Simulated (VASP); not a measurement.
Wanted: the native input for a VASP 6.6.1 run.

```
Task                   : single point
Functional             : r2SCAN
Potentials or basis    : VASP PAW PBE potentials, release 64 (Mg_sv, O)
Cutoff                 : 750 eV
k mesh                 : 9 × 9 × 8
Occupations            : gaussian, width 0.05 eV
Spin                   : no spin polarisation
Dipole correction      : no
Mended                 : yes
Further INCAR settings : ALGO = Normal; EDIFF = 1e-06; NBANDS = 24
```

Crystal: MgO.

```
Mg O
1.0
     3.41521    0.00000    0.00000
    -1.70760    2.95766    0.00000
     0.00000    0.00000    4.09275
Mg O
2 2
Direct
  0.66667 0.33333 0.75000
  0.33333 0.66667 0.25000
  0.66667 0.33333 0.25000
  0.33333 0.66667 0.75000
```

One way to write it, as run:

POSCAR

```
MgO
1.0
    3.4152073240      0.0000000000      0.0000000000
   -1.7076036621      2.9576563018      0.0000000000
    0.0000000000      0.0000000000      4.0927511408
Mg O
2 2
Direct
    0.6666666700      0.3333333300      0.7500000000
    0.3333333300      0.6666666700      0.2500000000
    0.6666666700      0.3333333300      0.2500000000
    0.3333333300      0.6666666700      0.7500000000
```

INCAR.step1

```
ALGO = Normal ; EDIFF = 1E-5
ENCUT = 750 ; GGA = PE
GGA_COMPAT = F ; ISMEAR = 0
LASPH = T ; LCHARG = F
LREAL = F ; LWAVE = T
NBANDS = 24 ; NELM = 120
PREC = Accurate ; SIGMA = 0.05
```

INCAR.step2

```
ALGO = Normal ; EDIFF = 1E-6
ENCUT = 750 ; GGA_COMPAT = F
ISIF = 2 ; ISMEAR = 0
ISTART = 1 ; LASPH = T
LCHARG = F ; LMIXTAU = T
LREAL = F ; LWAVE = F
METAGGA = R2SCAN ; NBANDS = 24
NELM = 120 ; PREC = Accurate
SIGMA = 0.05
```

KPOINTS

```
k-points
0
Gamma
  9 9 8
```

Potentials or basis: VASP PAW PBE potentials, release 64 (Mg_sv, O).

Command:

```bash
$ cat potpaw_PBE.64/Mg_sv/POTCAR potpaw_PBE.64/O/POTCAR > POTCAR
$ cp INCAR.step1 INCAR
$ mpirun -np 1 vasp_std > vasp.out
$ cp INCAR.step2 INCAR
$ mpirun -np 1 vasp_std > vasp.out
```

It gave:

The pressure is 9.6 GPa. The band gap on the k mesh is 4.44 eV.

Caveat: the cell stands under pressure; the PAW data sets were made with another functional, which shifts forces and pressure a little; an odd mesh through Γ misses points on the zone boundary, where band edges can lie.

Wall time 3.3 min on 1 thread of AMD EPYC 9R45 96-Core Processor (Zen 5), with other jobs on the host, peak memory 0.22 GiB.
